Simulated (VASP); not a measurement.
A run of VASP 6.6.1 is set up as follows.

INCAR

```
SYSTEM = Zn2WN3
PREC = Accurate ; ENCUT = 520
EDIFF = 1E-6 ; ISMEAR = 0
SIGMA = 0.1 ; LREAL = .FALSE.
LASPH = .TRUE. ; NELM = 150
ALGO = Normal ; ISIF = 2
LWAVE = .FALSE. ; LCHARG = .FALSE.
ISPIN = 2 ; MAGMOM = -0.02 -0.02 1.39 -0.36 -0.36 -0.36
LORBIT = 11 ; LMAXMIX = 4
GGA = PE ; NBANDS = 40
```

File KPOINTS:

```
Automatic mesh
0
G
  6 6 4
  0 0 0
```

The input POSCAR:

```
Zn2WN3
1.0
    5.2876682557     -0.0000000031      0.0000000000
   -2.6438341252      4.5792550378      0.0000000000
    0.0000000000      0.0000000000      2.8014494628
Zn W N
2 1 3
Direct
    0.3333333333      0.6666666667      0.0000000000
    0.6666666667      0.3333333333      0.0000000000
    0.0000000000      0.0000000000      0.0000000000
    0.5000000000      0.0000000000      0.5000000000
    0.5000000000      0.5000000000      0.5000000000
    0.0000000000      0.5000000000      0.5000000000
```

Potentials or basis: VASP PAW PBE potentials, release 64 (Zn, W_sv, N).

Run with:

```bash
$ cat potpaw_PBE.64/Zn/POTCAR potpaw_PBE.64/W_sv/POTCAR potpaw_PBE.64/N/POTCAR > POTCAR
$ mpirun -np 1 vasp_std > vasp.out
```

Problem. Estimate the pressure.

Solution. 0.9 GPa.

Problem. Estimate the net moment.

Solution. 0.59 μB per cell.

Problem. What does it give for the site moments?

Solution. Zn -0.01; W +1.36; N -0.29 μB.

Stress tensor (GPa, compression positive):
```
0.69 0.00 0.00
0.00 0.69 0.00
0.00 0.00 1.43
```

Caveat: the k points lie up to 0.56 Å⁻¹ apart.
